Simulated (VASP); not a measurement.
Here is a VASP 6.6.1 calculation.

File INCAR:

```
PREC     = Accurate       # precision mode
ENCUT    = 600            # plane-wave cutoff, eV
EDIFF    = 1E-6           # SCF threshold, eV
ISMEAR   = 0              # smearing method
SIGMA    = 0.1            # smearing width, eV
LREAL    = False          # projectors in reciprocal space
LASPH    = True           # aspherical terms in the spheres
NELM     = 100            # most SCF steps
ALGO     = Fast           # electronic algorithm
ISIF     = 3              # what is computed and relaxed
LWAVE    = False          # write WAVECAR
LCHARG   = False          # write CHGCAR
GGA      = PE             # functional
IBRION   = 2              # ionic algorithm
NSW      = 100            # ionic steps
EDIFFG   = -0.01          # ionic threshold
```

Contents of KPOINTS:

```
Automatic mesh
0
Gamma
  10 10 10
```

Contents of POSCAR:

```
Ge5S
1.0
   -2.8837598163      2.8837598163      3.8540273366
    2.8837598163     -2.8837598163      3.8540273366
    2.8837598163      2.8837598163     -3.8540273366
Ge S
5 1
Direct
    0.5000000000      0.5000000000      0.5000000000
    0.0000000000      0.0000000000      0.5000000000
    0.5000000000      0.0000000000      0.0000000000
    0.0000000000      0.5000000000      0.0000000000
    0.5000000000      0.5000000000      0.0000000000
    0.0000000000      0.0000000000      0.0000000000
```

Potentials or basis: VASP PAW PBE potentials, release 64 (Ge_d, S).

The run is started by

```console
$ cat potpaw_PBE.64/Ge_d/POTCAR potpaw_PBE.64/S/POTCAR > POTCAR
$ mpirun -np 1 vasp_std > vasp.out
```

(1) Predict the relaxed cell.

(2) What does it give for the relaxed volume?

Answers

(1) a = 5.639 Å, b = 5.639 Å, c = 5.639 Å, α = 118.51°, β = 118.51°, γ = 92.60°.

(2) 21.58 Å³/atom.
